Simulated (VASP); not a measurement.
A run of VASP 6.6.1 is set up as follows.

File INCAR:

```
PREC = Accurate
ENCUT = 520
EDIFF = 1E-6
ISMEAR = 0
SIGMA = 0.1
LREAL = False
LASPH = True
NELM = 100
ALGO = Normal
ISIF = 2
LWAVE = False
LCHARG = False
GGA = PE
NBANDS = 38
```

The input KPOINTS:

```
Automatic mesh
0
Gamma
  12 12 6
```

Contents of POSCAR:

```
Bi3F2
1.0
    4.3500975718      0.0000000000      0.0000000000
   -2.1750487859      3.7672950061      0.0000000000
    0.0000000000      0.0000000000      7.4819417641
Bi F
3 2
Direct
    0.0000000000      0.0000000000      0.0000000000
    0.3333333333      0.6666666667      0.7328137394
    0.6666666667      0.3333333333      0.2671862606
    0.3333333333      0.6666666667      0.3801144653
    0.6666666667      0.3333333333      0.6198855347
```

Potentials or basis: VASP PAW PBE potentials, release 64 (Bi_d, F).

Launch:

```bash
$ cat potpaw_PBE.64/Bi_d/POTCAR potpaw_PBE.64/F/POTCAR > POTCAR
$ mpirun -np 1 vasp_std > vasp.out
```

Question: What does it give for the pressure?

Answer: -0.1 GPa.

Question: Predict the band gap on the k mesh.

Answer: Zero (an odd number of electrons rules out a gap without spin polarisation).

Forces in eV/Å, atoms in the order of the input:
```
Bi   0.000  0.000  0.000
Bi   0.000  0.000  0.004
Bi   0.000  0.000 -0.004
F    0.000  0.000  0.000
F    0.000  0.000  0.000
```

Caveat: spin-orbit coupling is left out, which moves the levels of the heavy elements; an odd number of electrons without spin polarisation forces a metal; a magnetic or distorted state may lie lower.
